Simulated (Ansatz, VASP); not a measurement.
**Two plane-wave programs on Rh**

INCAR

```
PREC     = Accurate       # precision mode
ENCUT    = 520            # plane-wave cutoff, eV
EDIFF    = 1E-6           # SCF threshold, eV
ISMEAR   = 0              # smearing method
SIGMA    = 0.15           # smearing width, eV
LREAL    = F              # projectors in reciprocal space
LASPH    = T              # aspherical terms in the spheres
NELM     = 100            # most SCF steps
ALGO     = Fast           # electronic algorithm
ISIF     = 2              # what is computed and relaxed
LWAVE    = F              # write WAVECAR
LCHARG   = F              # write CHGCAR
GGA      = CA             # functional
NBANDS   = 14             # bands
```

File KPOINTS:

```
Automatic mesh
0
Gamma
  20 20 20
```

Contents of POSCAR:

```
Rh
1.0
   -0.2815552893      1.8019538512      1.8770352617
    1.8019538512     -0.2815552893      1.8770352617
    1.5203985620      1.5203985620      0.0000000000
Rh
1
Direct
    0.0000000000      0.0000000000      0.0000000000
```

Input for Ansatz:

```yaml
crystal:
  lattice:
    - [-0.2815552893, 1.8019538512, 1.8770352617]
    - [1.8019538512, -0.2815552893, 1.8770352617]
    - [1.520398562, 1.520398562, 0.0]
  atoms:
    - { symbol: Rh, position: [0.0, 0.0, 0.0] }
basis:
  ecutwfc: 420
kpoints:
  mp_grid: { grid: [20, 20, 20] }
hamiltonian:
  xc: lda
  pseudopotentials: { kind: paw, azcp: { folder: soft_1 } }
scf:
  occupations: { method: gaussian, width: 0.15 }
output:
  forces: true
  stress: true
  eigenvalues: true
```

Change from the starting cell: engineering shear strain xy -0.3000, equal normal strain along x and y -0.0400.

Alike in both runs: task single point; functional LDA; k mesh 20 × 20 × 20; occupations gaussian, width 0.15 eV; no spin polarisation.

|  | VASP | Ansatz |
| --- | --- | --- |
| version | VASP 6.6.1 | Ansatz 0.2.0 |
| potentials or method | VASP PAW LDA potentials, release 64 (Rh_pv), cutoff 520 eV | scalar-relativistic, plane waves, PAW |
| valence electrons in the cell | 15 | 17 |

```csv
,VASP,Ansatz,Ansatz less VASP
gap on the k mesh at the Fermi level (eV),none,none,-
pressure (GPa),92.0,89.7,-2.27
"traceless stress, the component that is largest in VASP (GPa)",103.79,101.68,-2.113
```

Ansatz warns that its potentials were made for another functional, while VASP's fit it. LDA's correlation is that of Perdew and Zunger in VASP and of Perdew and Wang (1992) in Ansatz. A gap of «none» marks a metal or a gap that the smearing closes. Both programs put the cell under a high pressure, so it lies far from rest at this level. VASP's potentials hold 15 valence electrons a cell and Ansatz's 17, so a difference there can come from the potentials and not from the codes.

Noted on VASP's run: the cell as given lies far from equilibrium.
